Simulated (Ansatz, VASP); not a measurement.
**CuO in VASP and in Ansatz**

File INCAR:

```
PREC = Accurate
ENCUT = 520
EDIFF = 1E-6
ISMEAR = 0
SIGMA = 0.05
LREAL = F
LASPH = T
NELM = 150
ALGO = Normal
ISIF = 2
LWAVE = F
LCHARG = T
ISPIN = 2
MAGMOM = 1 1 0 0
LORBIT = 11
LMAXMIX = 4
LDAU = T
LDAUTYPE = 2
LDAUL = 2 -1
LDAUU = 5 0
LDAUJ = 0 0
LDAUPRINT = 1
GGA = CA
LELF = T
LVHAR = T
NBANDS = 29
```

KPOINTS

```
regular mesh
0
Gamma
  7 7 4
```

The input POSCAR:

```
CuO
1.0
    2.3446497600     -1.7133998200      0.0000000000
    2.3446497600      1.7133998200      0.0000000000
   -0.8605499100      0.0000000000      5.0594394800
Cu O
2 2
Direct
    0.0032000000      0.4968000000      0.0000000000
    0.4968000000      0.0032000000      0.5000000000
    0.5714000000      0.4056000000      0.2537000000
    0.4056000000      0.5714000000      0.7537000000
```

Input for Ansatz:

```yaml
crystal:
  lattice:
    - [2.34464976, -1.71339982, 0.0]
    - [2.34464976, 1.71339982, 0.0]
    - [-0.86054991, 0.0, 5.05943948]
  atoms:
    - { symbol: Cu, position: [0.0032, 0.4968, 0.0], spin: 1.0 }
    - { symbol: Cu, position: [0.4968, 0.0032, 0.5], spin: 1.0 }
    - { symbol: O, position: [0.5714, 0.4056, 0.2537] }
    - { symbol: O, position: [0.4056, 0.5714, 0.7537] }
basis:
  ecutwfc: 420
  ecutrho_ratio: 4
kpoints:
  mp_grid: { grid: [7, 7, 4] }
hamiltonian:
  xc: lda
  hubbard:
    sites: [{ site: 0, l: d, u_eff: 5.0 }, { site: 1, l: d, u_eff: 5.0 }]
scf:
  occupations: { method: gaussian, width: 0.05 }
  lower_state_search: "off"
  max_iter: 150
output:
  forces: true
  stress: true
  eigenvalues: true
  populations: true
  hubbard: { sites: [{ site: 0, l: d }, { site: 1, l: d }] }
magnetization:
  spin_polarized: true
```

Alike in both runs: task single point; functional LDA; k mesh 7 × 7 × 4; occupations gaussian, width 0.05 eV; collinear spin; Hubbard terms Cu d U = 5.0 eV.

|  | VASP | Ansatz |
| --- | --- | --- |
| version | VASP 6.6.1 | Ansatz 0.2.0 |
| potentials or method | VASP PAW LDA potentials, release 64 (Cu, O), cutoff 520 eV | scalar-relativistic, plane waves, PAW |
| valence electrons in the cell | 34 | 50 |

```csv
,VASP,Ansatz,Ansatz less VASP
gap on the k mesh at the Fermi level (eV),none,none,-
pressure (GPa),-11.3,-7.1,+4.25
"traceless stress, the component that is largest in VASP (GPa)",3.07,2.50,-0.568
rms of the force components (eV/Å),0.415,0.439,+0.0242
net moment per atom (μB),0.49,0.08,-0.417
size of the moment on the site where the two differ most (μB),0.64,0.10,-0.541
```

The net moments are unlike, so the other rows may belong to different states. LDA's correlation is that of Perdew and Zunger in VASP and of Perdew and Wang (1992) in Ansatz. Site moments also hang on the region over which each program counts them. The programs project onto different local orbitals, so the same U acts differently, and such runs can settle in different states. Atom by atom the forces differ by 0.052 eV/Å (rms over components). A gap of «none» marks a metal or a gap that the smearing closes. VASP's potentials hold 34 valence electrons a cell and Ansatz's 50, so a difference there can come from the potentials and not from the codes. Ansatz's warnings: filled band counts differ across k points.
